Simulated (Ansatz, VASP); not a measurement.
**C in VASP and in Ansatz**

```xyz
2
Lattice="0.0000 1.7903 1.7903 1.7903 0.0000 1.7903 1.7903 1.7903 0.0000" Properties=species:S:1:pos:R:3 pbc="T T T"
C     0.0000    0.0000    0.0000
C     0.8952    0.8952    0.8952
```

Alike in both runs: task single point; functional PBE; k mesh 10 × 10 × 10; occupations gaussian, width 0.05 eV; no spin polarisation.

|  | VASP | Ansatz |
| --- | --- | --- |
| version | VASP 6.6.1 | Ansatz 0.2.0 |
| potentials or method | VASP PAW PBE potentials, release 64 (C), cutoff 600 eV | scalar-relativistic, plane waves, PAW |
| valence electrons in the cell | 8 | 8 |

|  | VASP | Ansatz | Ansatz less VASP |
| --- | --- | --- | --- |
| gap on the k mesh at the Fermi level (eV) | 4.15 | 4.15 | +0.006 |
| least direct gap on the mesh (eV) | 5.56 | 5.56 | +0.003 |
| pressure (GPa) | -3.3 | -3.3 | +0.02 |
